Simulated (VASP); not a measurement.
# SiO2 (P4_2/mnm) in VASP: notebook

SiO2 is run at these levels: LDA; tasks: single point.

Program: VASP 6.6.1. These are calculated values, not measurements. Logs are shortened: lines on timing, memory, paths and dates and some standing lists are left out, and cuts for length are marked.

### Step 1. The cell of the first run

Symmetry: P4_2/mnm, No. 136, tetragonal system. Conventional cell: a = 3.952 Å, b = 3.952 Å, c = 3.036 Å, α = 90.00°, β = 90.00°, γ = 90.00°. Within 2.3 Å of Si (site symmetry mmm) lie 6 O at 1.71 to 1.87 Å. Within 2.3 Å of O (site symmetry m2m) lie 3 Si at 1.71 to 1.87 Å and 1 O at 2.17 Å.

### Step 2. Single point, LDA (7.90 Å³/atom)

INCAR reads:

```
PREC = Accurate
ENCUT = 520
EDIFF = 1E-7
ISMEAR = 0
SIGMA = 0.05
LREAL = F
LASPH = T
NELM = 80
ALGO = Normal
ISIF = 2
LWAVE = F
LCHARG = F
GGA = CA
NBANDS = 25
```

KPOINTS reads:

```
Automatic mesh
0
Gamma
  6 6 10
```

POSCAR reads:

```
SiO2
1.0
    3.9518834979      0.0000000000      0.0000000000
    0.0000000000      3.9518834979      0.0000000000
    0.0000000000      0.0000000000      3.0362320915
Si O
2 4
Direct
    0.5000000000      0.5000000000      0.5000000000
    0.0000000000      0.0000000000      0.0000000000
    0.6944252994      0.6944252994      0.0000000000
    0.1944252994      0.8055747006      0.5000000000
    0.3055747006      0.3055747006      0.0000000000
    0.8055747006      0.1944252994      0.5000000000
```

Potentials or basis: VASP PAW LDA potentials, release 64 (Si, O).

The run is started by

```sh
> cat potpaw_LDA.64/Si/POTCAR potpaw_LDA.64/O/POTCAR > POTCAR
> mpirun -np 1 vasp_std > vasp.out
```

OUTCAR:

```text
PREC = Accurate
   ENCUT = 520
   EDIFF = 1E-7
   ISMEAR = 0
   LREAL = F
   LASPH = T
   NELM = 80
   ISIF = 2
   GGA = CA

 ion  position               nearest neighbor table
   1  0.500  0.500  0.500-   4 1.71   6 1.71   5 1.87   3 1.87   3 1.87   5 1.87
   2  0.000  0.000  0.000-   3 1.71   5 1.71   4 1.87   6 1.87   4 1.87   6 1.87
   3  0.694  0.694  0.000-   2 1.71   1 1.87   1 1.87
   4  0.194  0.806  0.500-   1 1.71   2 1.87   2 1.87
   5  0.306  0.306  0.000-   2 1.71   1 1.87   1 1.87
   6  0.806  0.194  0.500-   1 1.71   2 1.87   2 1.87

  LATTYP: Found a simple tetragonal cell.
 ALAT       =     3.9518834979
 C/A-ratio  =     0.7683000000

  Lattice vectors:

 A1 = (   3.9518834979,   0.0000000000,   0.0000000000)
 A2 = (   0.0000000000,   3.9518834979,   0.0000000000)
 A3 = (   0.0000000000,   0.0000000000,   3.0362320915)

Analysis of symmetry for initial positions (statically):
=====================================================================
 Subroutine PRICEL returns:
 Original cell was already a primitive cell.

 Routine SETGRP: Setting up the symmetry group for a
 simple tetragonal supercell.

 Subroutine GETGRP returns: Found 16 space group operations
 (whereof  8 operations were pure point group operations)
 out of a pool of 16 trial point group operations.

The static configuration has the point symmetry D_2h.
 The point group associated with its full space group is D_4h.

Analysis of symmetry for dynamics (positions and initial velocities):
=====================================================================
 Subroutine PRICEL returns:
 Original cell was already a primitive cell.

 Routine SETGRP: Setting up the symmetry group for a
 simple tetragonal supercell.

 Subroutine GETGRP returns: Found 16 space group operations
 (whereof  8 operations were pure point group operations)
 out of a pool of 16 trial point group operations.

The dynamic configuration has the point symmetry D_2h.
 The point group associated with its full space group is D_4h.

 Subroutine INISYM returns: Found 16 space group operations
 (whereof  8 operations are pure point group operations),
 and found     1 'primitive' translations

----------------------------------------------------------------------------------------

                                     Primitive cell

  volume of cell :      47.4180

  direct lattice vectors                    reciprocal lattice vectors
     3.951883498  0.000000000  0.000000000     0.253043897  0.000000000  0.000000000
     0.000000000  3.951883498  0.000000000     0.000000000  0.253043897  0.000000000
     0.000000000  0.000000000  3.036232092     0.000000000  0.000000000  0.329355586

  length of vectors
     3.951883498  3.951883498  3.036232092     0.253043897  0.253043897  0.329355586

  position of ions in fractional coordinates (direct lattice)
     0.500000000  0.500000000  0.500000000
     0.000000000  0.000000000  0.000000000
     0.694425299  0.694425299  0.000000000
     0.194425299  0.805574701  0.500000000
     0.305574701  0.305574701  0.000000000
     0.805574701  0.194425299  0.500000000

  ion indices of the primitive-cell ions
   primitive index   ion index
                 1           1
                 2           2
                 3           3
                 4           4
                 5           5
                 6           6

----------------------------------------------------------------------------------------

 KPOINTS: Automatic mesh

Automatic generation of k-mesh.
 Grid dimensions read from file:
 generate k-points for:    6    6   10

 Generating k-lattice:

  Cartesian coordinates                     Fractional coordinates (reciprocal lattice)
     0.042173983  0.000000000  0.000000000     0.166666667  0.000000000  0.000000000
     0.000000000  0.042173983  0.000000000     0.000000000  0.166666667  0.000000000
     0.000000000  0.000000000  0.032935559     0.000000000  0.000000000  0.100000000

  Length of vectors
     0.042173983  0.042173983  0.032935559

  Shift w.r.t. Gamma in fractional coordinates (k-lattice)
     0.000000000  0.000000000  0.000000000

 Subroutine IBZKPT returns following result:
 ===========================================

 Found     60 irreducible k-points:

 Following reciprocal coordinates:
            Coordinates               Weight
  0.000000  0.000000  0.000000      1.000000
  0.166667  0.000000  0.000000      4.000000
  0.333333  0.000000  0.000000      4.000000
  0.500000  0.000000  0.000000      2.000000
  0.166667  0.166667  0.000000      4.000000
  0.333333  0.166667  0.000000      8.000000
[... 16 lines left out ...]
  0.333333  0.000000  0.200000      8.000000
  0.500000  0.000000  0.200000      4.000000
 [... further k-points ...]
   k-points           NKPTS =     60   k-points in BZ     NKDIM =     60   number of bands    NBANDS=     25
   number of dos      NEDOS =    301   number of ions     NIONS =      6
   total plane-waves  NPLWV =  21600
   dimension x,y,z NGX =    30 NGY =   30 NGZ =   24
   dimension x,y,z NGXF=    60 NGYF=   60 NGZF=   48
   ions per type =               2   4
   NGX,Y,Z   is equivalent  to a cutoff of  12.62, 12.62, 13.14 a.u.
   NGXF,Y,Z  is equivalent  to a cutoff of  25.24, 25.24, 26.28 a.u.
 SYSTEM =  unknown system
   PREC   = accura    normal or accurate (medium, high low for compatibility)
   ISTART =      0    job   : 0-new  1-cont  2-samecut
   ICHARG =      2    charge: 1-file 2-atom 10-const
   ISPIN  =      1    spin polarized calculation?
   LNONCOLLINEAR =      F non collinear calculations
   LSORBIT =      F    spin-orbit coupling
   LASPH  =      T    aspherical Exc in radial PAW
   ENCUT  =  520.0 eV  38.22 Ry    6.18 a.u.   7.35  7.35  5.65*2*pi/ulx,y,z
   NELM   =     80;   NELMIN=  2; NELMDL= -5     # of ELM steps
   EDIFF  = 0.1E-06   stopping-criterion for ELM
   LREAL  =      F    real-space projection
   EDIFFG = 0.1E-05   stopping-criterion for IOM
   NSW    =      0    number of steps for IOM
   IBRION =     -1    ionic relax: 0-MD 1-quasi-New 2-CG
   NFREE  =      0    steps in history (QN), initial steepest desc. (CG)
   ISIF   =      2    stress and relaxation
   ISYM   =      2    0-nonsym 1-usesym 2-fastsym
   POTIM  = 0.5000    time-step for ionic-motion
   TEBEG  =    0.0;   TEEND  =   0.0 temperature during run
   PSTRESS=    0.0 pullay stress
   NELECT =      32.0000    total number of electrons
   NUPDOWN=      -1.0000    fix difference up-down
   EMIN   =  10.00;   EMAX   =-10.00  energy-range for DOS
   EFERMI =   0.00;   METHOD = LEGACY
   ISMEAR =     0;   SIGMA  =   0.05  broadening in eV -4-tet -1-fermi 0-gaus
   EFERMI_NEDOS =   21; number of points for ismear=-14 and -15
   IALGO  =     38    algorithm
   IMIX   =      4    mixing-type and parameters
     AMIX     =   0.40;   BMIX     =  1.00
     AMIX_MAG =   1.60;   BMIX_MAG =  1.00
  volume/ion in A,a.u.               =       7.90        53.33
  Fermi-wavevector in a.u.,A,eV,Ry     =   1.435965  2.713580 28.055138  2.061994
  Thomas-Fermi vector in A             =   2.555205
   LORBIT       =      0    0 simple, 1 ext, 2 COOP (PROOUT), +10 PAW based schemes
   GGA     = CA    functional components
   LHFCALC =     F    Hartree Fock is set to
   AEXX    =    0.0000 exact exchange contribution
   IVDW    =     0    specifies the selected vdW correction
   LEPSILON=     F    determine dielectric tensor
   LRPA    =     F    only Hartree local field effects (RPA)
 non-spin polarized calculation
 Gauss-broadening in eV      SIGMA  =   0.05
  energy-cutoff  :      520.00
  volume of cell :       47.42
 maximum number of plane-waves:      1299
 NGX is ok and might be reduce to    30
   NGX = 15   NGY = 15   NGZ = 11

 number of electron      32.0000015 magnetization

 Free energy of the ion-electron system (eV)
  ---------------------------------------------------
  ext. energy  EPLUGINS =         0.00000000
  ---------------------------------------------------
  free energy    TOTEN  =       -50.62637994 eV

  energy without entropy =      -50.62637994  energy(sigma->0) =      -50.62637994

 E-fermi :   7.9186     XC(G=0): -12.6956

 val. band max:        7.7073150509   @ k =   0.0000   0.0000   0.0000
 cond. band min:      12.2436280016   @ k =   0.0000   0.0000   0.0000
 fundamental gap:      4.5363129507
 Fermi energy:         7.9186128240

 k-point     1 :       0.0000    0.0000    0.0000
  band No.  band energies     occupation
      1     -14.0491      2.00000
      2     -10.0545      2.00000
      3     -10.0545      2.00000
      4      -9.6112      2.00000
      5      -2.7748      2.00000
      6       0.9195      2.00000
[... 17 lines left out ...]
     24      23.7874      0.00000
     25      24.0080      0.00000

 k-point     2 :       0.1667    0.0000    0.0000
  band No.  band energies     occupation
      1     -13.8804      2.00000
      2     -10.6724      2.00000
      3      -9.9819      2.00000
      4      -9.3808      2.00000
      5      -2.4538      2.00000
      6       1.0747      2.00000
[... 17 lines left out ...]
     24      22.9257      0.00000
     25      23.1082      0.00000

 k-point     3 :       0.3333    0.0000    0.0000
  band No.  band energies     occupation
      1     -13.3882      2.00000
      2     -11.6549      2.00000
      3      -9.7872      2.00000
      4      -9.3562      2.00000
      5      -1.6701      2.00000
      6       0.4640      2.00000
[... 17 lines left out ...]
     24      21.6907      0.00000
     25      22.3872      0.00000

 k-point     4 :       0.5000    0.0000    0.0000
  band No.  band energies     occupation
      1     -12.6162      2.00000
      2     -12.6162      2.00000
      3      -9.5403      2.00000
      4      -9.5403      2.00000
      5      -0.6696      2.00000
      6      -0.6696      2.00000
[... 17 lines left out ...]
     24      20.9021      0.00000
     25      22.8506      0.00000

 k-point     5 :       0.1667    0.1667    0.0000
  band No.  band energies     occupation
      1     -13.7158      2.00000
      2     -10.8304      2.00000
      3     -10.2056      2.00000
      4      -9.3260      2.00000
      5      -2.1371      2.00000
      6       1.2270      2.00000
[... 17 lines left out ...]
     24      22.1517      0.00000
     25      22.8703      0.00000

 k-point     6 :       0.3333    0.1667    0.0000
  band No.  band energies     occupation
      1     -13.2363      2.00000
      2     -11.5940      2.00000
      3     -10.0897      2.00000
      4      -9.4590      2.00000
      5      -1.3840      2.00000
      6       0.4417      2.00000
[... 17 lines left out ...]
     24      21.2933      0.00000
     25      22.4415      0.00000
[... 393 lines left out ...]
 k-point    21 :       0.0000    0.0000    0.2000
  band No.  band energies     occupation
      1     -13.6414      2.00000
      2      -9.9511      2.00000
      3      -9.9284      2.00000
      4      -9.9284      2.00000
      5      -2.7128      2.00000
      6       0.9104      2.00000
[... 17 lines left out ...]
     24      22.5681      0.00000
     25      23.2558      0.00000

 k-point    22 :       0.1667    0.0000    0.2000
  band No.  band energies     occupation
      1     -13.4807      2.00000
      2     -10.5557      2.00000
      3      -9.8827      2.00000
      4      -9.6469      2.00000
      5      -2.3662      2.00000
      6       0.6639      2.00000
[... 17 lines left out ...]
     24      22.2127      0.00000
     25      22.4428      0.00000

 k-point    23 :       0.3333    0.0000    0.2000
  band No.  band energies     occupation
      1     -13.0132      2.00000
      2     -11.4115      2.00000
      3      -9.7677      2.00000
      4      -9.5799      2.00000
      5      -1.4986      2.00000
      6       0.3819      2.00000
[... 17 lines left out ...]
     24      21.1134      0.00000
     25      22.1569      0.00000

 k-point    24 :       0.5000    0.0000    0.2000
  band No.  band energies     occupation
      1     -12.2896      2.00000
      2     -12.2896      2.00000
      3      -9.6428      2.00000
      4      -9.6428      2.00000
      5      -0.4301      2.00000
      6      -0.4301      2.00000
[... 17 lines left out ...]
     24      20.5728      0.00000
     25      21.8650      0.00000

 [... further k-points ...]
[... 5 lines left out ...]
  --------------------------------------------------------------------------------------
  -------------------------------------------------------------------------------------
  Total        3.8316106      3.8316106    -15.8422839      0.0000000      0.0000000      0.0000000
  in kB      129.4639099    129.4639099   -535.2850834      0.0000000      0.0000000      0.0000000
  external PRESSURE =     -92.1190879 kB  Pullay stress =       0.0000000 kB

 VOLUME and BASIS-vectors are now :
 -----------------------------------------------------------------------------
  energy-cutoff  :      520.00
  volume of cell :       47.42
      direct lattice vectors                 reciprocal lattice vectors
     3.951883498  0.000000000  0.000000000     0.253043897  0.000000000  0.000000000
     0.000000000  3.951883498  0.000000000     0.000000000  0.253043897  0.000000000
     0.000000000  0.000000000  3.036232092     0.000000000  0.000000000  0.329355586

 POSITION                                       TOTAL-FORCE (eV/Angst)
 -----------------------------------------------------------------------------------
      1.97594      1.97594      1.51812         0.000000      0.000000     -0.000000
      0.00000      0.00000      0.00000         0.000000      0.000000     -0.000000
      2.74429      2.74429      0.00000         0.535808      0.535808     -0.000000
      0.76835      3.18354      1.51812         0.535808     -0.535808     -0.000000
      1.20760      1.20760      0.00000        -0.535808     -0.535808      0.000000
      3.18354      0.76835      1.51812        -0.535808      0.535808     -0.000000
 -----------------------------------------------------------------------------------
    total drift:                               -0.000000      0.000000      0.000000

  FREE ENERGIE OF THE ION-ELECTRON SYSTEM (eV)
  ---------------------------------------------------
  free  energy   TOTEN  =       -50.6263799383 eV

  energy  without entropy=      -50.6263799383  energy(sigma->0) =      -50.62637994
```

It took 84 s on 1 thread of Intel Xeon 8259CL, shared host; peak memory 0.17 GiB.

What came out:

| Property | Result |
| --- | --- |
| Free energy | -50.6264 eV |
| Pressure | -9.2 GPa |
| Largest force | 0.758 eV/Å |
| Band gap on the k mesh | 4.54 eV |

Forces on the atoms (eV/Å):
```
Si   0.000  0.000  0.000
Si   0.000  0.000  0.000
O    0.536  0.536  0.000
O    0.536 -0.536  0.000
O   -0.536 -0.536  0.000
O   -0.536  0.536  0.000
```

Levels at points of the mesh, in eV from the valence-band top:
| k point | band 14 | band 15 | band 16 | band 17 | band 18 | band 19 |
| --- | --- | --- | --- | --- | --- | --- |
| (0.00, 0.00, 0.00) | -0.47 | -0.47 | 0.00 | 4.54 | 4.58 | 6.14 |
| (0.50, 0.00, 0.00) | -2.63 | -0.75 | -0.75 | 6.34 | 6.34 | 7.16 |
| (0.50, 0.50, 0.00) | -3.00 | -1.29 | -1.29 | 5.98 | 5.98 | 8.57 |
| (0.00, 0.00, 0.50) | -3.24 | -2.08 | -2.08 | 8.96 | 8.96 | 11.26 |
| (0.50, 0.00, 0.50) | -1.51 | -1.21 | -1.21 | 8.91 | 8.91 | 11.26 |
| (0.50, 0.50, 0.50) | -0.97 | -0.90 | -0.90 | 7.37 | 7.37 | 11.36 |

Caveat: the cell stands under tension.

### Step 3. Single point, LDA (7.90 Å³/atom)

INCAR reads:

```
PREC = Accurate
ENCUT = 520
EDIFF = 1E-6
ISMEAR = 0
SIGMA = 0.05
LREAL = False
LASPH = True
NELM = 80
ALGO = Normal
ISIF = 2
LWAVE = False
LCHARG = False
GGA = CA
NBANDS = 25
```

KPOINTS reads:

```
regular mesh
0
Gamma
  6 6 10
```

Edit POSCAR of step 2 so:

```diff
@@ -2,5 +2,5 @@
 1.0
-    3.9518834979      0.0000000000      0.0000000000
-    0.0000000000      3.9518834979      0.0000000000
-    0.0000000000      0.0000000000      3.0362320915
+    4.2502255888      0.0000000000      0.0000000000
+    0.0000000000      4.2502255888      0.0000000000
+    0.0000000000      0.0000000000      2.6249393236
 Si O
```

Potentials or basis: VASP PAW LDA potentials, release 64 (Si, O).

The run is started by

```sh
> cat potpaw_LDA.64/Si/POTCAR potpaw_LDA.64/O/POTCAR > POTCAR
> mpirun -np 1 vasp_std > vasp.out
```

OUTCAR:

```text
PREC = Accurate
   ENCUT = 520
   EDIFF = 1E-6
   ISMEAR = 0
   LREAL = False
   LASPH = True
   NELM = 80
   ISIF = 2
   GGA = CA

 ion  position               nearest neighbor table
   1  0.500  0.500  0.500-   3 1.76   5 1.76   3 1.76   5 1.76   4 1.84   6 1.84
   2  0.000  0.000  0.000-   4 1.76   6 1.76   4 1.76   6 1.76   5 1.84   3 1.84
   3  0.694  0.694  0.000-   1 1.76   1 1.76   2 1.84
   4  0.194  0.806  0.500-   2 1.76   2 1.76   1 1.84
   5  0.306  0.306  0.000-   1 1.76   1 1.76   2 1.84
   6  0.806  0.194  0.500-   2 1.76   2 1.76   1 1.84
[... 882 lines left out ...]
  -------------------------------------------------------------------------------------
  Total       -3.7140688     -3.7140688      1.0664610     -0.0000000      0.0000000      0.0000000
  in kB     -125.4923612   -125.4923612     36.0339882     -0.0000000      0.0000000      0.0000000
  external PRESSURE =     -71.6502448 kB  Pullay stress =       0.0000000 kB

 VOLUME and BASIS-vectors are now :
 -----------------------------------------------------------------------------
  energy-cutoff  :      520.00
  volume of cell :       47.42
      direct lattice vectors                 reciprocal lattice vectors
     4.250225589  0.000000000  0.000000000     0.235281629  0.000000000  0.000000000
     0.000000000  4.250225589  0.000000000     0.000000000  0.235281629  0.000000000
     0.000000000  0.000000000  2.624939324     0.000000000  0.000000000  0.380961187

 POSITION                                       TOTAL-FORCE (eV/Angst)
 -----------------------------------------------------------------------------------
      2.12511      2.12511      1.31247         0.000000     -0.000000     -0.000000
      0.00000      0.00000      0.00000         0.000000     -0.000000     -0.000000
      2.95146      2.95146      0.00000        -0.285949     -0.285949     -0.000000
      0.82635      3.42387      1.31247        -0.285949      0.285949      0.000000
      1.29876      1.29876      0.00000         0.285949      0.285949      0.000000
      3.42387      0.82635      1.31247         0.285949     -0.285949     -0.000000
 -----------------------------------------------------------------------------------
    total drift:                                0.000000      0.000000     -0.000000

  FREE ENERGIE OF THE ION-ELECTRON SYSTEM (eV)
  ---------------------------------------------------
  free  energy   TOTEN  =       -51.8824718381 eV

  energy  without entropy=      -51.8824718381  energy(sigma->0) =      -51.88247184
```

Wall time 64 s (1 thread of Intel Xeon 8259CL, shared host); peak memory 0.17 GiB.

Results:

| Item | Value |
| --- | --- |
| Free energy | -51.8825 eV |
| Pressure | -7.2 GPa |
| Largest force | 0.404 eV/Å |
| Band gap on the k mesh | 5.36 eV |

Forces on the atoms (eV/Å):
```
Si   0.000  0.000  0.000
Si   0.000  0.000  0.000
O   -0.286 -0.286  0.000
O   -0.286  0.286  0.000
O    0.286  0.286  0.000
O    0.286 -0.286  0.000
```

Caveat: the cell stands under tension. A k mesh can miss the band edges.

[end of part 1 of 2]
